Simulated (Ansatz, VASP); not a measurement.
# Two plane-wave programs on Co

File POSCAR:

```
Co
1.0
    2.4715232260      0.0000000000      0.0000000000
   -1.2357616130      2.1404018997      0.0000000000
    0.0000000000      0.0000000000      4.0271144694
Co
2
Direct
    0.3333333333      0.6666666667      0.2500000000
    0.6666666667      0.3333333333      0.7500000000
```

File INCAR.step1:

```
SYSTEM = Co
PREC = Accurate
ENCUT = 520
ISMEAR = -1
SIGMA = 0.05
LREAL = .False.
LASPH = .True.
NELM = 150
ISPIN = 2
MAGMOM = 1.891 1.891
LMAXMIX = 4
NBANDS = 20
GGA = PE
ALGO = Normal
EDIFF = 1E-4
LWAVE = .True.
LCHARG = .False.
```

The input INCAR.step2:

```
SYSTEM = Co
PREC = Accurate
ENCUT = 520
EDIFF = 1E-6
ISMEAR = -1
SIGMA = 0.05
LREAL = .False.
LASPH = .True.
NELM = 150
ALGO = Normal
ISIF = 2
LWAVE = .False.
LCHARG = .False.
ISPIN = 2
MAGMOM = 1.891 1.891
LORBIT = 11
LMAXMIX = 4
METAGGA = R2SCAN
LMIXTAU = .True.
NBANDS = 20
ISTART = 1
```

KPOINTS

```
regular mesh
0
Gamma
  12 12 6
  0 0 0
```

Input for Ansatz:

```yaml
crystal:
  lattice:
    - [2.471523226, 0.0, 0.0]
    - [-1.235761613, 2.1404018997, 0.0]
    - [0.0, 0.0, 4.0271144694]
  atoms:
    - { symbol: Co, position: [0.3333333333, 0.6666666667, 0.25], spin: 1.891 }
    - { symbol: Co, position: [0.6666666667, 0.3333333333, 0.75], spin: 1.891 }
hamiltonian:
  xc: r2scan
  pseudopotentials:
    kind: paw
    azcp:
      Co: "pseudopotentials/Co.paw.azcp"
basis:
  ecutwfc: 500
  fft_grid_basis: typed
kpoints:
  mp_grid: { grid: [12, 12, 6], shift: [0, 0, 0] }
magnetization:
  spin_polarized: true
scf:
  occupations: { method: fermi_dirac, width: 0.05 }
  lower_state_search: "off"
output:
  stress: true
  write_density: true
  write_potential: true
  elf: true
  volumetric_format: npy
```

Alike in both runs: task single point; functional r2SCAN; k mesh 12 × 12 × 6; occupations fermi-dirac, width 0.05 eV; collinear spin.

|  | VASP | Ansatz |
| --- | --- | --- |
| version | VASP 6.6.1 | Ansatz 0.2.0 |
| potentials or method | VASP PAW PBE potentials, release 64 (Co), cutoff 520 eV | plane waves (500 eV) with PAW, scalar-relativistic |
| valence electrons in the cell | 18 | 34 |

|  | VASP | Ansatz | Ansatz less VASP |
| --- | --- | --- | --- |
| pressure (GPa) | -0.7 | -0.7 | 0.00 |
| traceless stress, the component that is largest in VASP (GPa) | -0.27 | -0.09 | +0.181 |
| net moment per atom (μB) | 1.74 | 1.75 | +0.005 |
| size of the moment on the site where the two differ most (μB) | 1.80 | 1.89 | +0.082 |

VASP's potentials were made for PBE, not for r2SCAN. Site moments also hang on the region over which each program counts them. VASP's potentials hold 18 valence electrons a cell and Ansatz's 34, so a difference there can come from the potentials and not from the codes. Ansatz's warnings: stability check not made.
